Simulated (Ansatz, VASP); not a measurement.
# BaS in VASP and in Ansatz

```xyz
2
Lattice="0.0000 3.2358 3.2358 3.2358 0.0000 3.2358 3.2358 3.2358 0.0000" Properties=species:S:1:pos:R:3 pbc="T T T"
Ba    0.0000    0.0000    0.0000
S     3.2358    3.2358    3.2358
```

Change from the starting cell: volume scaled by 1.04, PAW files.

Alike in both runs: task electric field gradients; functional LDA; k mesh 7 × 7 × 7; occupations fermi-dirac, width 0.01 eV; no spin polarisation.

|  | VASP | Ansatz |
| --- | --- | --- |
| version | VASP 6.6.1 | Ansatz 0.2.0 |
| potentials or method | VASP PAW LDA potentials, release 64 (Ba_sv, S) | PAW with Ansatz's default frozen-core files, scalar-relativistic |
| plane-wave cutoff (eV) | 520 | 420 |
| valence electrons in the cell | 16 | 16 |

|  | VASP | Ansatz | Ansatz less VASP |
| --- | --- | --- | --- |
| gap on the k mesh at the Fermi level (eV) | 2.03 | 2.12 | +0.094 |
| pressure (GPa) | -3.3 | -3.9 | -0.54 |

LDA's correlation is that of Perdew and Zunger in VASP and of Perdew and Wang (1992) in Ansatz.

Neither program's run includes spin-orbit coupling.
